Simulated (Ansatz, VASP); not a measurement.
## Gd in VASP and in Ansatz

```
Gd
1.0
     3.63600    0.00000    0.00000
    -1.81800    3.14887    0.00000
     0.00000    0.00000    5.78260
Gd
2
Cartesian
  0.0000 2.0992 1.4457
  1.8180 1.0496 4.3369
```

Alike in both runs: task single point; functional PBE; k mesh 10 × 10 × 5; occupations fermi-dirac, width 0.05 eV; collinear spin.

```csv
,VASP,Ansatz
version,VASP 6.6.1,Ansatz 0.2.0
potentials or method,"VASP PAW PBE potentials, release 64 (Gd)","PAW with Ansatz's default frozen-core files, scalar-relativistic"
plane-wave cutoff (eV),520,420
valence electrons in the cell,36,36
```

|  | VASP | Ansatz | Ansatz less VASP |
| --- | --- | --- | --- |
| net moment per atom (μB) | 0.00 | 0.00 | 0.000 |
| size of the moment on the site where the two differ most (μB) | 6.93 | 7.25 | +0.311 |

Site moments also hang on the region over which each program counts them. With one functional, cell and mesh, what is left measures potentials, basis and numerics.

Spin-orbit coupling is off throughout.
